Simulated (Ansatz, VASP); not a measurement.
## Two plane-wave programs on Re

```
CELL_PARAMETERS angstrom
2.76000 0.00000 0.00000
-1.38000 2.39023 0.00000
0.00000 0.00000 4.45000
ATOMIC_POSITIONS crystal
Re 0.33333 0.66667 0.25000
Re 0.66667 0.33333 0.75000
```

Alike in both runs: task relaxation of cell and atoms; functional LDA; k mesh 9 × 9 × 4; occupations gaussian, width 0.1 eV; no spin polarisation.

|  | VASP | Ansatz |
| --- | --- | --- |
| version | VASP 6.6.1 | Ansatz 0.2.0 |
| potentials or method | VASP PAW LDA potentials, release 64 (Re), cutoff 600 eV | scalar-relativistic, plane waves, PAW |
| valence electrons in the cell | 14 | 30 |

|  | VASP | Ansatz | Ansatz less VASP |
| --- | --- | --- | --- |
| gap on the k mesh at the Fermi level, each at its own relaxed structure (eV) | none | none | - |
| relaxed volume (Å³/atom) | 14.40 | 14.33 | -0.069 |
| relaxed cell length with the largest relative difference (Å) | 2.743 | 2.738 | -0.0047 |

Ansatz warns that its potentials were made for another functional, while VASP's fit it. LDA's correlation is that of Perdew and Zunger in VASP and of Perdew and Wang (1992) in Ansatz. A gap of «none» marks a metal or a gap that the smearing closes. VASP's potentials hold 14 valence electrons a cell and Ansatz's 30, so a difference there can come from the potentials and not from the codes.

Spin-orbit coupling is off throughout.
